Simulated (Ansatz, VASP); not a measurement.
## Two plane-wave programs on C

File INCAR:

```
SYSTEM = C
ALGO = Normal ; EDIFF = 1E-6
ENCUT = 520 ; GGA = PS
ISIF = 2 ; ISMEAR = 0
IVDW = 12 ; LASPH = .TRUE.
LCHARG = .FALSE. ; LREAL = .FALSE.
LWAVE = .FALSE. ; NBANDS = 11
NELM = 60 ; PREC = Accurate
SIGMA = 0.15
```

KPOINTS

```
k-points
0
G
  21 21 12
  0 0 0
```

File POSCAR:

```
C
1.0
    2.4576582469      0.0000000000      0.0000000000
   -1.2288291235      2.1283944757      0.0000000000
    0.0000000000      0.0000000000      3.5294822413
C
2
Direct
    0.3474284648      0.6948569296      0.0000000000
    0.6525715352      0.3051430704      0.0000000000
```

Input for Ansatz:

```yaml
crystal:
  lattice:
    - [2.4576582469, 0.0, 0.0]
    - [-1.2288291235, 2.1283944757, 0.0]
    - [0.0, 0.0, 3.5294822413]
  atoms:
    - { symbol: C, position: [0.3474284648, 0.6948569296, 0.0] }
    - { symbol: C, position: [0.6525715352, 0.3051430704, 0.0] }
basis:
  ecutwfc: 520.0
kpoints:
  mp_grid: { grid: [21, 21, 12] }
hamiltonian:
  xc: pbesol
  pseudopotentials: { kind: paw, azcp: { folder: soft_1 } }
  dispersion: d3bj
scf:
  occupations: { method: gaussian, width: 0.15 }
output:
  forces: true
  stress: true
  eigenvalues: true
```

Change from the starting cell: mode 6 frozen in at +0.060 Å, equal normal strain along x, y and z +0.0000.

Alike in both runs: task single point; functional PBEsol; dispersion D3(BJ); k mesh 21 × 21 × 12; occupations gaussian, width 0.15 eV; no spin polarisation.

|  | VASP | Ansatz |
| --- | --- | --- |
| version | VASP 6.6.1 | Ansatz 0.2.0 |
| potentials or method | VASP PAW PBE potentials, release 64 (C), cutoff 520 eV | scalar-relativistic, plane waves, PAW |
| valence electrons in the cell | 8 | 8 |

Ansatz gave:

```
gap on the k mesh at the Fermi level (eV)                     : none
pressure (GPa)                                                : 7.2
traceless stress, the component that is largest in VASP (GPa) : 19.58
rms of the force components (eV/Å)                            : 4.384
```

Problem. Estimate VASP's values.

Solution. gap on the k mesh at the Fermi level (eV): none; pressure (GPa): 7.9; traceless stress, the component that is largest in VASP (GPa): 20.23; rms of the force components (eV/Å): 4.400.

VASP's potentials were made for PBE, not for PBEsol, and Ansatz warns of the same on its side. Atom by atom the forces differ by 0.016 eV/Å (rms over components). A gap of «none» marks a metal or a gap that the smearing closes.
